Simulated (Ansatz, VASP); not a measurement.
**Pt: VASP beside Ansatz**

The input INCAR:

```
SYSTEM = Pt
ALGO = Normal
EDIFF = 1E-6
ENCUT = 520
GGA = CA
ISIF = 2
ISMEAR = -1
LASPH = .TRUE.
LCHARG = .TRUE.
LELF = .TRUE.
LREAL = .FALSE.
LVHAR = .TRUE.
LWAVE = .FALSE.
NBANDS = 11
NELM = 80
PREC = Accurate
SIGMA = 0.05
```

File KPOINTS:

```
k-points
0
G
  12 12 12
  0 0 0
```

File POSCAR:

```
Pt
1.0
    0.0000000000      1.9993587835      1.9993587835
    1.9993587835      0.0000000000      1.9993587835
    1.9993587835      1.9993587835      0.0000000000
Pt
1
Direct
    0.0000000000      0.0000000000      0.0000000000
```

input.yaml

```yaml
crystal:
  lattice:
    - [0.0, 1.9993587835, 1.9993587835]
    - [1.9993587835, 0.0, 1.9993587835]
    - [1.9993587835, 1.9993587835, 0.0]
  atoms:
    - { symbol: Pt, position: [0.0, 0.0, 0.0] }
hamiltonian:
  xc: lda
  pseudopotentials: { kind: paw }
kpoints:
  mp_grid: { grid: [12, 12, 12] }
scf:
  occupations: { method: fermi_dirac, width: 0.05 }
output:
  forces: true
  stress: true
  eigenvalues: true
```

Alike in both runs: task single point; functional LDA; k mesh 12 × 12 × 12; occupations fermi-dirac, width 0.05 eV; no spin polarisation.

|  | VASP | Ansatz |
| --- | --- | --- |
| version | VASP 6.6.1 | Ansatz 0.2.0 |
| potentials or method | VASP PAW LDA potentials, release 64 (Pt) | Ansatz PAW |
| plane-wave cutoff (eV) | 520 | 420 |
| valence electrons in the cell | 10 | 18 |

Ansatz gave:

```
gap on the k mesh at the Fermi level (eV) : none
pressure (GPa)                            : -19.6
```

Q: What did VASP give for the same quantities?

A: gap on the k mesh at the Fermi level (eV): none; pressure (GPa): -19.1.

LDA's correlation is that of Perdew and Zunger in VASP and of Perdew and Wang (1992) in Ansatz. A gap of «none» marks a metal or a gap that the smearing closes. VASP's potentials hold 10 valence electrons a cell and Ansatz's 18, so a difference there can come from the potentials and not from the codes.

Neither program's run includes spin-orbit coupling.
